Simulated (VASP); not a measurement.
Here is a VASP 6.6.1 calculation.

INCAR

```
PREC = Accurate
ENCUT = 520
EDIFF = 1E-6
ISMEAR = 0
SIGMA = 0.15
LREAL = F
LASPH = T
NELM = 100
ALGO = Normal
ISIF = 2
LWAVE = F
LCHARG = F
GGA = PE
NBANDS = 12
```

File KPOINTS:

```
Automatic mesh
0
Gamma
  32 32 32
```

Contents of POSCAR:

```
Cu
1.0
   -1.5894667710      1.5894667710      1.1888659112
    1.5894667710     -1.5894667710      1.1888659112
    1.5894667710      1.5894667710     -1.1888659112
Cu
1
Direct
    0.0000000000      0.0000000000      0.0000000000
```

Potentials or basis: VASP PAW PBE potentials, release 64 (Cu).

Run with:

```console
$ cat potpaw_PBE.64/Cu/POTCAR > POTCAR
$ mpirun -np 1 vasp_std > vasp.out
```

Q: What does it give for the pressure?

A: 4.9 GPa.

Stress tensor (GPa, compression positive):
```
-2.65  0.00  0.00
 0.00 -2.65  0.00
 0.00  0.00 20.05
```
